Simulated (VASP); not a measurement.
Input of a VASP 6.6.1 run:

Contents of POSCAR:

```
Rh
1.0
    2.7035119571      0.0000000000      0.0000000000
   -1.3517559785      2.3413100343      0.0000000000
    0.0000000000      0.0000000000      4.3568814147
Rh
2
Direct
    0.3333333333      0.6666666667      0.2500000000
    0.6666666667      0.3333333333      0.7500000000
```

INCAR.step1

```
PREC = Accurate
ENCUT = 680
ISMEAR = -1
SIGMA = 0.1
LREAL = False
LASPH = True
NELM = 120
NBANDS = 24
GGA = PE
ALGO = Normal
EDIFF = 1E-5
LWAVE = True
LCHARG = False
GGA_COMPAT = False
```

INCAR.step2

```
PREC = Accurate
ENCUT = 680
EDIFF = 1E-6
ISMEAR = -1
SIGMA = 0.1
LREAL = False
LASPH = True
NELM = 120
ALGO = Normal
ISIF = 2
LWAVE = False
LCHARG = False
METAGGA = R2SCAN
LMIXTAU = True
NBANDS = 24
ISTART = 1
GGA_COMPAT = False
```

Contents of KPOINTS:

```
regular mesh
0
Gamma
  15 15 8
```

Potentials or basis: VASP PAW PBE potentials, release 64 (Rh_sv_GW).

Command:

```bash
$ cat potpaw_PBE.64/Rh_sv_GW/POTCAR > POTCAR
$ cp INCAR.step1 INCAR
$ mpirun -np 1 vasp_std > vasp.out
$ cp INCAR.step2 INCAR
$ mpirun -np 1 vasp_std > vasp.out
```

(1) Estimate the pressure.

(2) Estimate the band gap on the k mesh.

Results:

(1) 0.0 GPa.

(2) zero (bands 17 and 18 overlap by 2.39 eV).

Caveat: the PAW data sets were made with another functional, which shifts forces and pressure a little.
